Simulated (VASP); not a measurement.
Runs of VASP 6.6.1 on MgS. The structure is that of space group F-43m (No. 216), or close to it. The cells are those of the table. 

| level | cell | k mesh | gap on the mesh (eV) | pressure (GPa) |
| --- | --- | --- | --- | --- |
| r2SCAN | a = 3.922 Å, angles 60.0°, 2 atoms | 6 × 6 × 6 | 4.27 | 3.9 |
| PBE | a = 4.107 Å, angles 60.0°, 2 atoms | 6 × 6 × 6 | 3.09 | (b) |
| PBE | a = 3.946 Å, angles 60.0°, 2 atoms | 6 × 6 × 6 | (c) | 3.8 |
| r2SCAN | a = 3.963 Å, angles 60.0°, 2 atoms | 6 × 6 × 6 | 4.29 | 1.7 |
| r2SCAN | a = 4.043 Å, angles 60.0°, 2 atoms | 6 × 6 × 6 | 3.97 | -1.9 |
| PBE | a = 4.003 Å, angles 60.0°, 2 atoms | 8 × 8 × 8 | 3.46 | 0.9 |
| r2SCAN | a = 4.082 Å, angles 60.0°, 2 atoms | 6 × 6 × 6 | 3.83 | -3.4 |
| PBE | a = 3.988 Å, angles 60.0°, 2 atoms | 6 × 6 × 6 | (a) | 1.7 |

Alike in all rows: task single point; potentials or basis VASP PAW PBE potentials, release 64 (Mg, S); no spin polarisation; cutoff (eV) 520; smearing gaussian 0.01 eV.

Question: Fill in the values left out.

Answer: (a) 3.52; (b) -3.0; (c) 3.68.

Caveats: the PAW data sets were made with another functional, which shifts forces and pressure a little (some runs).

A k mesh can miss the band edges.
